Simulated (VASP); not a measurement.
Set up this calculation in VASP 6.6.1, as the native input.

```yaml
Task: single point
Functional: PBE
Potentials_or_basis: VASP PAW PBE potentials, release 64 (Zr_sv, B)
Cutoff: 520 eV
k_mesh: 18 × 18 × 12
Occupations: gaussian, width 0.05 eV
Spin: no spin polarisation
Dipole_correction: no
Further_INCAR_settings: ALGO = Normal; EDIFF = 1e-06; NBANDS = 16
```

The structure of ZrB2 lies in POSCAR:

```
ZrB2
1.0
    3.1700000000      0.0000000000      0.0000000000
   -1.5850000000      2.7453005300      0.0000000000
    0.0000000000      0.0000000000      3.5330000000
Zr B
1 2
Direct
    0.0000000000      0.0000000000      0.0000000000
    0.3333333300      0.6666666700      0.5000000000
    0.6666666700      0.3333333300      0.5000000000
```

One way to write it, as run:

INCAR

```
SYSTEM = ZrB2
ALGO = Normal ; EDIFF = 1E-6
ENCUT = 520 ; GGA = PE
ISIF = 2 ; ISMEAR = 0
LASPH = .TRUE. ; LCHARG = .FALSE.
LREAL = .FALSE. ; LWAVE = .FALSE.
NBANDS = 16 ; NELM = 60
PREC = Accurate ; SIGMA = 0.05
```

KPOINTS

```
k-points
0
G
  18 18 12
  0 0 0
```

Potentials or basis: VASP PAW PBE potentials, release 64 (Zr_sv, B).

Run with:

```sh
$ cat potpaw_PBE.64/Zr_sv/POTCAR potpaw_PBE.64/B/POTCAR > POTCAR
$ mpirun -np 1 vasp_std > vasp.out
```

It gave:

```
Pressure               : 0.9 GPa
Band gap on the k mesh : zero (band 9 reaches 11.29 eV, above the bottom of band 10 at 10.02 eV)
```

Run time: 62 s on 1 thread of AMD EPYC 9R14 (Zen 4), on a shared host, peak memory 0.21 GiB.
